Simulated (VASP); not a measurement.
Wanted: the native input for a VASP 6.6.1 run.

* Task: single point
* Functional: PBE
* Potentials or basis: VASP PAW PBE potentials, release 64 (Hg)
* Cutoff: 520 eV
* k mesh: 12 × 12 × 12
* Occupations: fermi-dirac, width 0.0612256 eV
* Spin: no spin polarisation
* Dipole correction: no
* Further INCAR settings: ALGO = Normal; EDIFF = 1e-06; NBANDS = 12

The structure of Hg lies in POSCAR:

```
Hg
1.0
    3.0890424688      0.0000000000      0.0000000000
    0.0000000000      3.0890424688      0.0000000000
    0.0000000000      0.0000000000      3.0890424688
Hg
1
Direct
    0.0000000000      0.0000000000      0.0000000000
```

One way to write it, as run:

INCAR

```
PREC = Accurate ; ENCUT = 520
EDIFF = 1E-6 ; ISMEAR = -1
SIGMA = 0.06122561905347299 ; LREAL = False
LASPH = True ; NELM = 100
ALGO = Normal ; ISIF = 2
LWAVE = False ; LCHARG = False
GGA = PE ; NBANDS = 12
```

KPOINTS

```
Automatic mesh
0
Gamma
  12 12 12
```

Potentials or basis: VASP PAW PBE potentials, release 64 (Hg).

Command:

```sh
$ cat potpaw_PBE.64/Hg/POTCAR > POTCAR
$ mpirun -np 1 vasp_std > vasp.out
```

Results of the run:

The pressure is 0.2 GPa and the band gap on the k mesh is zero (band 6 reaches 5.12 eV, above the bottom of band 7 at -0.01 eV).

Caveat: spin-orbit coupling is left out, which moves the levels of the heavy elements.

It took 5.7 s on 1 thread of Intel(R) Xeon(R) 6975P-C (Granite Rapids), with other jobs on the host, peak memory 0.15 GiB.
